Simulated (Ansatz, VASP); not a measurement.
One calculation of Li2O, two programs

```
CELL_PARAMETERS angstrom
0.00000 2.30950 2.26331
2.30950 0.00000 2.26331
2.30950 2.30950 0.00000
ATOMIC_POSITIONS crystal
Li 0.25000 0.25000 0.25000
Li 0.75000 0.75000 0.75000
O 0.00000 0.00000 0.00000
```

Change from the starting cell: zz strain of -2 %, crystal datasets.

Alike in both runs: task electric field gradients; functional PBEsol; k mesh 9 × 9 × 9; occupations fermi-dirac, width 0.03 eV; no spin polarisation.

```csv
,VASP,Ansatz
version,VASP 6.6.1,Ansatz 0.2.0
potentials or method,"VASP PAW PBE potentials, release 64 (Li_sv, O), cutoff 650 eV","all-electron PAW with datasets made for the crystal, scalar-relativistic"
```

|  | VASP | Ansatz | Ansatz less VASP |
| --- | --- | --- | --- |
| gap on the k mesh at the Fermi level (eV) | 4.89 | 4.90 | +0.011 |
| pressure (GPa) | -0.6 | -0.6 | +0.03 |
| traceless stress, the component that is largest in VASP (GPa) | 2.49 | 2.50 | +0.013 |
| size of Vzz on the site where it differs most (V/Å²) | 1.2 | 1.3 | +0.03 |

VASP's potentials were made for PBE, not for PBEsol. Ansatz ran all-electron here, and VASP with PAW potentials.
